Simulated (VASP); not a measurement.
A run of VASP 6.6.1 is set up as follows.

Contents of INCAR:

```
PREC     = Accurate       # precision mode
ENCUT    = 650            # plane-wave cutoff, eV
EDIFF    = 1E-6           # SCF threshold, eV
ISMEAR   = -1             # smearing method
SIGMA    = 0.05           # smearing width, eV
LREAL    = Auto         
LASPH    = True           # aspherical terms in the spheres
NELM     = 120            # most SCF steps
ALGO     = Normal         # electronic algorithm
ISIF     = 2              # what is computed and relaxed
LWAVE    = False          # write WAVECAR
LCHARG   = False          # write CHGCAR
GGA      = PE             # functional
NELECT   = 322.0        
NBANDS   = 188            # bands
GGA_COMPAT= False        
KPAR     = 2            
NCORE    = 2
```

The input KPOINTS:

```
Automatic mesh
0
Gamma
  2 2 2
```

File POSCAR:

```
Ba8LiTi8O24
1.0
    7.9400000000      0.0000000000      0.0000000000
    0.0000000000      7.9400000000      0.0000000000
    0.0000000000      0.0000000000      7.9400000000
Ba Ti O Li
8 8 24 1
Direct
    0.0134634761      0.0153778338      0.0103778338
    0.0151007557     -0.0137279597      0.5344206549
   -0.0093073048      0.4784886650     -0.0095340050
   -0.0552518892      0.4891813602      0.4944836272
    0.4681108312     -0.0102518892      0.0127078086
    0.4939420655     -0.0577833753      0.5112090680
    0.4912720403      0.4494710327      0.0057556675
    0.4999370277      0.4873929471      0.5423929471
    0.2522166247      0.2247984887      0.2825944584
    0.2546977330      0.2174181360      0.7604156171
    0.2227078086      0.7329345088      0.2333753149
    0.2354534005      0.7298614610      0.7597355164
    0.7527204030      0.2370403023      0.2720277078
    0.7346221662      0.2361460957      0.7475188917
    0.7646599496      0.7377455919      0.2316498741
    0.7451133501      0.7457430730      0.7655289673
    0.2810831234      0.2283627204      0.0404911839
    0.0007178841      0.1901259446      0.2738664987
    0.1866120907     -0.0494080605      0.2505163728
    0.2499622166      0.1986272040      0.5199496222
    0.0065239295      0.2135894207      0.7706045340
    0.2650000000     -0.0094584383      0.7934256927
    0.2519269521      0.7259319899      0.0072292191
   -0.0241435768      0.7032241814      0.2522544081
    0.2169521411      0.4536649874      0.2674559194
    0.2182871537      0.7361335013      0.5115113350
   -0.0255037783      0.7196725441      0.7645591940
    0.2153274559      0.4906801008      0.7530100756
    0.7768513854      0.2112594458      0.0018261965
    0.5262342569      0.2028841310      0.2836397985
    0.7615869018     -0.0328463476      0.2997355164
    0.7189294710      0.2454156171      0.5141939547
    0.4942191436      0.2178589421      0.7338287154
    0.7282241814     -0.0210957179      0.7171536524
    0.7617506297      0.7342947103      0.0194206549
    0.4853274559      0.7007304786      0.2409823678
    0.7502770781      0.4564609572      0.2519647355
    0.6851637280      0.7289672544      0.5344962217
    0.4541183879      0.7349370277      0.7425314861
    0.6923677582      0.4859445844      0.7641687657
    0.2303274559      0.5401889169      0.5447355164
```

Potentials or basis: VASP PAW PBE potentials, release 64 (Ba_sv, Ti_sv, O, Li_sv).

Command:

```sh
$ cat potpaw_PBE.64/Ba_sv/POTCAR potpaw_PBE.64/Ti_sv/POTCAR potpaw_PBE.64/O/POTCAR potpaw_PBE.64/Li_sv/POTCAR > POTCAR
$ mpirun -np 4 vasp_std > vasp.out
```

(1) Estimate the largest force.

## Answers

(1) 7.249 eV/Å.

Caveat: the cell carries a net charge on a neutralising background, which shifts energy and pressure; the atoms stand as in a frame of molecular dynamics.
